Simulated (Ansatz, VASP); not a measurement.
## SiW: VASP beside Ansatz

The input INCAR:

```
SYSTEM = SiW
ALGO = Normal
EDIFF = 1E-6
ENCUT = 520
GGA = PE
ISIF = 2
ISMEAR = -1
LASPH = .True.
LCHARG = .False.
LREAL = .False.
LWAVE = .False.
NBANDS = 16
NELM = 80
PREC = Accurate
SIGMA = 0.05
```

Contents of KPOINTS:

```
k-points
0
Gamma
  20 20 20
  0 0 0
```

Contents of POSCAR:

```
SiW
1.0
    0.0000000000      2.5128451315      2.5128451315
    2.5128451315      0.0000000000      2.5128451315
    2.5128451315      2.5128451315      0.0000000000
W Si
1 1
Direct
    0.0000000000      0.0000000000      0.0000000000
    0.5000000000      0.5000000000      0.5000000000
```

Input for Ansatz:

```yaml
crystal:
  lattice:
    - [0.0, 2.5128451315, 2.5128451315]
    - [2.5128451315, 0.0, 2.5128451315]
    - [2.5128451315, 2.5128451315, 0.0]
  atoms:
    - { symbol: W, position: [0.0, 0.0, 0.0] }
    - { symbol: Si, position: [0.5, 0.5, 0.5] }
kpoints:
  mp_grid: { grid: [20, 20, 20] }
scf:
  occupations: { method: fermi_dirac, width: 0.05 }
hamiltonian:
  xc: pbe
  pseudopotentials: { kind: all_electron, lapw: { basis_error: 0.001 } }
output:
  forces: true
  stress: true
  eigenvalues: true
```

Alike in both runs: task single point; functional PBE; k mesh 20 × 20 × 20; occupations fermi-dirac, width 0.05 eV; no spin polarisation.

|  | VASP | Ansatz |
| --- | --- | --- |
| version | VASP 6.6.1 | Ansatz 0.2.0 |
| potentials or method | VASP PAW PBE potentials, release 64 (W_sv, Si), cutoff 520 eV | all-electron LAPW, scalar-relativistic |

```tsv
	VASP	Ansatz	Ansatz less VASP
pressure (GPa)	0.0	-0.1	-0.13
```

Ansatz ran all-electron here, and VASP with PAW potentials.

Spin-orbit coupling is off throughout.
